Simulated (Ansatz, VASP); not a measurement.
PbO in VASP and in Ansatz

```
Pb O
1.0
     3.98240    0.00000    0.00000
     0.00000    3.98240    0.00000
     0.00000    0.00000    5.00858
Pb O
2 2
Cartesian
  0.0000 1.9912 1.1842
  1.9912 0.0000 3.8244
  1.9912 1.9912 0.0000
  0.0000 0.0000 0.0000
```

Alike in both runs: functional PBEsol; k mesh 6 × 6 × 4; occupations gaussian, width 0.1 eV; no spin polarisation.

Ansatz relaxed the structure, and its values are those at the end. VASP's run is a single point on that final structure, the one shown.

|  | VASP | Ansatz |
| --- | --- | --- |
| version | VASP 6.6.1 | Ansatz 0.2.0 |
| potentials or method | VASP PAW PBE potentials, release 64 (Pb_d, O), cutoff 520 eV | scalar-relativistic, plane waves, PAW |
| valence electrons in the cell | 40 | 40 |

VASP gave:

```
gap on the k mesh at the Fermi level (eV) : 1.18
least direct gap on the mesh (eV)         : 2.21
pressure (GPa)                            : 0.5
rms of the force components (eV/Å)        : 0.020
```

Task: Estimate Ansatz's values.

Result: gap on the k mesh at the Fermi level (eV): 1.17; least direct gap on the mesh (eV): 2.21; pressure (GPa): 0.4; rms of the force components (eV/Å): 0.002.

VASP's potentials were made for PBE, not for PBEsol. The functional is the same, so the differences come from potentials, cutoffs and numerics.

Spin-orbit coupling is off throughout.
